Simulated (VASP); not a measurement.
# Be3Te2Se (Imm2) in VASP: single point with PBE

Aim: the single point of Be3Te2Se with PBE.

Everything below comes from runs of VASP 6.6.1. Logs are shortened: lines on timing, memory, paths and dates and some standing lists are left out, and cuts for length are marked.

## Step 1: The cell of the first run

The structure is orthorhombic, space group Imm2 (No. 44). The conventional cell has a = 3.896 Å, b = 11.679 Å, c = 5.496 Å, α = 90.00°, β = 90.00°, γ = 90.00°. Within 3.0 Å of Be (site symmetry m) lie 1 Se at 2.25 Å and 3 Te at 2.43 to 2.46 Å. Within 3.0 Å of Be (site symmetry mm2) lie 2 Se at 2.31 Å and 2 Te at 2.45 Å. Te (site symmetry m) has 4 Be at 2.43 to 2.46 Å within 3.2 Å. Within 3.0 Å of Se (site symmetry mm2) lie 4 Be at 2.25 to 2.31 Å.

## Step 2: Single point, PBE

INCAR

```
SYSTEM = Be3Te2Se
ALGO = Normal ; EDIFF = 1E-6
ENCUT = 520 ; GGA = PE
ISIF = 2 ; ISMEAR = 0
LASPH = .True. ; LCHARG = .False.
LREAL = .False. ; LWAVE = .False.
NBANDS = 21 ; NELM = 100
PREC = Accurate ; SIGMA = 0.01
```

KPOINTS

```
k-points
0
Gamma
  8 8 8
  0 0 0
```

POSCAR

```
Be3Te2Se
1.0
   -1.9482024253      5.8396050979      2.7482238127
    1.9482024253     -5.8396050979      2.7482238127
    1.9482024253      5.8396050979     -2.7482238127
Be Te Se
3 2 1
Direct
    0.6062712648      0.7629785272      0.8432927376
    0.9196857896      0.7629785272      0.1567072624
    0.2248876134      0.7248876134      0.5000000000
    0.6644927292      0.9995188856      0.6649738436
    0.3345450420      0.9995188856      0.3350261564
    0.0001175612      0.0001175612      0.0000000000
```

Potentials or basis: VASP PAW PBE potentials, release 64 (Be, Te, Se).

Command:

```sh
$ cat potpaw_PBE.64/Be/POTCAR potpaw_PBE.64/Te/POTCAR potpaw_PBE.64/Se/POTCAR > POTCAR
$ mpirun -np 1 vasp_std > vasp.out
```

OUTCAR:

```text
SYSTEM = Be3Te2Se
   EDIFF = 1E-6
   ENCUT = 520
   GGA = PE
   ISIF = 2
   ISMEAR = 0
   LASPH = .True.
   LREAL = .False.
   NELM = 100
   PREC = Accurate

 ion  position               nearest neighbor table
   1  0.606  0.763  0.843-   6 2.25   5 2.43   5 2.43   4 2.46
   2  0.920  0.763  0.157-   6 2.25   4 2.43   4 2.43   5 2.46
   3  0.225  0.725  0.500-   6 2.31   6 2.31   5 2.45   4 2.45
   4  0.664  1.000  0.665-   2 2.43   2 2.43   3 2.45   1 2.46
   5  0.335  1.000  0.335-   1 2.43   1 2.43   3 2.45   2 2.46
   6  0.000  0.000  0.000-   1 2.25   2 2.25   3 2.31   3 2.31

  LATTYP: Found a body centered orthorhombic cell.
 ALAT       =     3.8964048506
 B/A-ratio  =     1.4106459252
 C/A-ratio  =     2.9974324136

  Lattice vectors:

 A1 = (   1.9482024253,  -5.8396050979,  -2.7482238127)
 A2 = (  -1.9482024253,  -5.8396050979,   2.7482238127)
 A3 = (  -1.9482024253,   5.8396050979,  -2.7482238127)

Analysis of symmetry for initial positions (statically):
=====================================================================
 Subroutine PRICEL returns:
 Original cell was already a primitive cell.

 Routine SETGRP: Setting up the symmetry group for a
 body centered orthorhombic supercell.

 Subroutine GETGRP returns: Found  4 space group operations
 (whereof  4 operations were pure point group operations)
 out of a pool of  8 trial point group operations.

The static configuration has the point symmetry C_2v.

Analysis of symmetry for dynamics (positions and initial velocities):
=====================================================================
 Subroutine PRICEL returns:
 Original cell was already a primitive cell.

 Routine SETGRP: Setting up the symmetry group for a
 body centered orthorhombic supercell.

 Subroutine GETGRP returns: Found  4 space group operations
 (whereof  4 operations were pure point group operations)
 out of a pool of  8 trial point group operations.

The dynamic configuration has the point symmetry C_2v.

 Subroutine INISYM returns: Found  4 space group operations
 (whereof  4 operations are pure point group operations),
 and found     1 'primitive' translations

----------------------------------------------------------------------------------------

                                     Primitive cell

  volume of cell :     125.0632

  direct lattice vectors                    reciprocal lattice vectors
    -1.948202425  5.839605098  2.748223813     0.000000000  0.085622228  0.181935692
     1.948202425 -5.839605098  2.748223813     0.256646842  0.000000000  0.181935692
     1.948202425  5.839605098 -2.748223813     0.256646842  0.085622228  0.000000000

  length of vectors
     6.741603260  6.741603260  6.741603260     0.201076507  0.314592113  0.270552707

  position of ions in fractional coordinates (direct lattice)
     0.606271265  0.762978527  0.843292738
     0.919685790  0.762978527  0.156707262
     0.224887613  0.724887613  0.500000000
     0.664492729  0.999518886  0.664973844
     0.334545042  0.999518886  0.335026156
     0.000117561  0.000117561  0.000000000

  ion indices of the primitive-cell ions
   primitive index   ion index
                 1           1
                 2           2
                 3           3
                 4           4
                 5           5
                 6           6

----------------------------------------------------------------------------------------

 KPOINTS: k-points

Automatic generation of k-mesh.
 Grid dimensions read from file:
 generate k-points for:    8    8    8

 Generating k-lattice:

  Cartesian coordinates                     Fractional coordinates (reciprocal lattice)
     0.000000000  0.010702779  0.022741961     0.125000000 -0.000000000  0.000000000
     0.032080855  0.000000000  0.022741961     0.000000000  0.125000000 -0.000000000
     0.032080855  0.010702779  0.000000000     0.000000000 -0.000000000  0.125000000

  Length of vectors
     0.025134563  0.039324014  0.033819088

  Shift w.r.t. Gamma in fractional coordinates (k-lattice)
     0.000000000  0.000000000  0.000000000

 Subroutine IBZKPT returns following result:
 ===========================================

 Found     95 irreducible k-points:

 Following reciprocal coordinates:
            Coordinates               Weight
  0.000000  0.000000  0.000000      1.000000
  0.125000 -0.000000  0.000000      4.000000
  0.250000 -0.000000  0.000000      4.000000
  0.375000  0.000000  0.000000      4.000000
  0.500000 -0.000000  0.000000      2.000000
 -0.000000  0.125000  0.000000      4.000000
[... 16 lines left out ...]
  0.125000  0.375000  0.000000      8.000000
  0.250000  0.375000  0.000000      8.000000
 [... further k-points ...]
   k-points           NKPTS =     95   k-points in BZ     NKDIM =     95   number of bands    NBANDS=     21
   number of dos      NEDOS =    301   number of ions     NIONS =      6
   total plane-waves  NPLWV = 125000
   dimension x,y,z NGX =    50 NGY =   50 NGZ =   50
   dimension x,y,z NGXF=   100 NGYF=  100 NGZF=  100
   ions per type =               3   2   1
   NGX,Y,Z   is equivalent  to a cutoff of  12.33, 12.33, 12.33 a.u.
   NGXF,Y,Z  is equivalent  to a cutoff of  24.66, 24.66, 24.66 a.u.
 SYSTEM =  Be3Te2Se
   PREC   = accura    normal or accurate (medium, high low for compatibility)
   ISTART =      0    job   : 0-new  1-cont  2-samecut
   ICHARG =      2    charge: 1-file 2-atom 10-const
   ISPIN  =      1    spin polarized calculation?
   LNONCOLLINEAR =      F non collinear calculations
   LSORBIT =      F    spin-orbit coupling
   LASPH  =      T    aspherical Exc in radial PAW
   ENCUT  =  520.0 eV  38.22 Ry    6.18 a.u.  12.53 12.53 12.53*2*pi/ulx,y,z
   NELM   =    100;   NELMIN=  2; NELMDL= -5     # of ELM steps
   EDIFF  = 0.1E-05   stopping-criterion for ELM
   LREAL  =      F    real-space projection
   EDIFFG = 0.1E-04   stopping-criterion for IOM
   NSW    =      0    number of steps for IOM
   IBRION =     -1    ionic relax: 0-MD 1-quasi-New 2-CG
   NFREE  =      0    steps in history (QN), initial steepest desc. (CG)
   ISIF   =      2    stress and relaxation
   ISYM   =      2    0-nonsym 1-usesym 2-fastsym
   POTIM  = 0.5000    time-step for ionic-motion
   TEBEG  =    0.0;   TEEND  =   0.0 temperature during run
   PSTRESS=    0.0 pullay stress
   NELECT =      24.0000    total number of electrons
   NUPDOWN=      -1.0000    fix difference up-down
   EMIN   =  10.00;   EMAX   =-10.00  energy-range for DOS
   EFERMI =   0.00;   METHOD = LEGACY
   ISMEAR =     0;   SIGMA  =   0.01  broadening in eV -4-tet -1-fermi 0-gaus
   EFERMI_NEDOS =   21; number of points for ismear=-14 and -15
   IALGO  =     38    algorithm
   IMIX   =      4    mixing-type and parameters
     AMIX     =   0.40;   BMIX     =  1.00
     AMIX_MAG =   1.60;   BMIX_MAG =  1.00
  volume/ion in A,a.u.               =      20.84       140.66
  Fermi-wavevector in a.u.,A,eV,Ry     =   0.944283  1.784436 12.131904  0.891670
  Thomas-Fermi vector in A             =   2.072072
   LORBIT       =      0    0 simple, 1 ext, 2 COOP (PROOUT), +10 PAW based schemes
   GGA     = PE    functional components
   LHFCALC =     F    Hartree Fock is set to
   AEXX    =    0.0000 exact exchange contribution
   IVDW    =     0    specifies the selected vdW correction
   LEPSILON=     F    determine dielectric tensor
   LRPA    =     F    only Hartree local field effects (RPA)
 non-spin polarized calculation
 Gauss-broadening in eV      SIGMA  =   0.01
  energy-cutoff  :      520.00
  volume of cell :      125.06
 maximum number of plane-waves:      3389
   NGX = 25   NGY = 25   NGZ = 25

 number of electron      24.0000000 magnetization

 Free energy of the ion-electron system (eV)
  ---------------------------------------------------
  ext. energy  EPLUGINS =         0.00000000
  ---------------------------------------------------
  free energy    TOTEN  =       -23.96686980 eV

  energy without entropy =      -23.96686980  energy(sigma->0) =      -23.96686980

 E-fermi :   4.7055     XC(G=0):  -9.1148

 val. band max:        4.6301819963   @ k =   0.0000   0.0000   0.0000
 cond. band min:       6.5696843634   @ k =   0.5000   0.5000   0.5000
 fundamental gap:      1.9395023671
 Fermi energy:         4.7054744769

 k-point     1 :       0.0000    0.0000    0.0000
  band No.  band energies     occupation
      1      -8.7837      2.00000
      2      -6.8472      2.00000
      3      -5.7930      2.00000
      4      -0.1814      2.00000
      5      -0.1237      2.00000
      6       0.4801      2.00000
[... 13 lines left out ...]
     20      11.8554      0.00000
     21      11.8870      0.00000

 k-point     2 :       0.1250   -0.0000    0.0000
  band No.  band energies     occupation
      1      -8.7551      2.00000
      2      -6.8573      2.00000
      3      -5.8525      2.00000
      4      -0.4280      2.00000
      5      -0.3390      2.00000
      6       0.8630      2.00000
[... 13 lines left out ...]
     20      11.2089      0.00000
     21      11.2281      0.00000

 k-point     3 :       0.2500   -0.0000    0.0000
  band No.  band energies     occupation
      1      -8.6830      2.00000
      2      -6.8644      2.00000
      3      -6.0248      2.00000
      4      -0.7594      2.00000
      5      -0.3461      2.00000
      6       1.4861      2.00000
[... 13 lines left out ...]
     20      10.3524      0.00000
     21      10.4685      0.00000
[... 457 lines left out ...]
 k-point    23 :       0.1250    0.3750    0.0000
  band No.  band energies     occupation
      1      -8.2849      2.00000
      2      -6.2096      2.00000
      3      -5.8870      2.00000
      4      -0.7491      2.00000
      5      -0.2839      2.00000
      6      -0.0538      2.00000
[... 13 lines left out ...]
     20      11.1210      0.00000
     21      11.4922      0.00000

 k-point    24 :       0.2500    0.3750    0.0000
  band No.  band energies     occupation
      1      -8.2851      2.00000
      2      -6.1892      2.00000
      3      -5.9404      2.00000
      4      -0.8062      2.00000
      5      -0.2352      2.00000
      6      -0.0341      2.00000
[... 13 lines left out ...]
     20      10.4840      0.00000
     21      10.8766      0.00000

 [... further k-points ...]
[... 5 lines left out ...]
  --------------------------------------------------------------------------------------
  -------------------------------------------------------------------------------------
  Total        0.1166281      0.1180296      0.1184560      0.0000000      0.0000000      0.0000000
  in kB        1.4941154      1.5120696      1.5175326      0.0000000      0.0000000      0.0000000
  external PRESSURE =       1.5079058 kB  Pullay stress =       0.0000000 kB

 VOLUME and BASIS-vectors are now :
 -----------------------------------------------------------------------------
  energy-cutoff  :      520.00
  volume of cell :      125.06
      direct lattice vectors                 reciprocal lattice vectors
    -1.948202425  5.839605098  2.748223813     0.000000000  0.085622228  0.181935692
     1.948202425 -5.839605098  2.748223813     0.256646842  0.000000000  0.181935692
     1.948202425  5.839605098 -2.748223813     0.256646842  0.085622228  0.000000000

 POSITION                                       TOTAL-FORCE (eV/Angst)
 -----------------------------------------------------------------------------------
      1.94820      4.00939      1.44545        -0.000000      0.002382      0.003971
     -0.00000      1.83022      4.19367         0.000000     -0.002382      0.003971
      1.94820      0.00000      1.23608        -0.000000      0.000000     -0.007876
      1.94820      1.92676      2.74558         0.000000      0.001591     -0.001812
      1.94820     -1.92676      2.74558         0.000000     -0.001591     -0.001812
      0.00000      0.00000      0.00065         0.000000      0.000000      0.003558
 -----------------------------------------------------------------------------------
    total drift:                               -0.000000     -0.000001     -0.000087

  FREE ENERGIE OF THE ION-ELECTRON SYSTEM (eV)
  ---------------------------------------------------
  free  energy   TOTEN  =       -23.9668698006 eV

  energy  without entropy=      -23.9668698006  energy(sigma->0) =      -23.96686980
```

Wall time 2.6 min (1 thread of Intel Xeon 6975P-C (Granite Rapids), shared host); peak memory 0.5 GiB.

Results:

* Free energy: -23.9669 eV
* Pressure: 0.2 GPa
* Largest force: 0.008 eV/Å
* Band gap on the k mesh: 1.94 eV, indirect (least direct gap 2.09 eV)

Forces in eV/Å, atoms in the order of the input:
```
Be   0.000  0.002  0.004
Be   0.000 -0.002  0.004
Be   0.000  0.000 -0.008
Te   0.000  0.002 -0.002
Te   0.000 -0.002 -0.002
Se   0.000  0.000  0.004
```

Levels at points of the mesh, in eV from the valence-band top:
| k point | band 9 | band 10 | band 11 | band 12 | band 13 | band 14 | band 15 | band 16 |
| --- | --- | --- | --- | --- | --- | --- | --- | --- |
| (0.00, 0.00, 0.00) | -1.63 | -0.21 | -0.21 | 0.00 | 2.73 | 3.37 | 3.88 | 3.89 |
| (0.50, 0.00, 0.00) | -1.46 | -1.26 | -1.19 | -0.91 | 2.91 | 3.44 | 3.65 | 4.80 |
| (0.00, 0.50, 0.00) | -2.75 | -2.30 | -1.24 | -1.21 | 3.16 | 4.44 | 4.72 | 4.74 |
| (0.50, 0.50, 0.00) | -2.88 | -2.59 | -2.27 | -1.76 | 2.02 | 2.94 | 3.95 | 4.29 |
| (0.50, 0.50, 0.50) | -2.29 | -1.77 | -0.97 | -0.15 | 1.94 | 2.93 | 3.90 | 4.57 |

Caveat: spin-orbit coupling is left out, which moves the levels of the heavy elements.
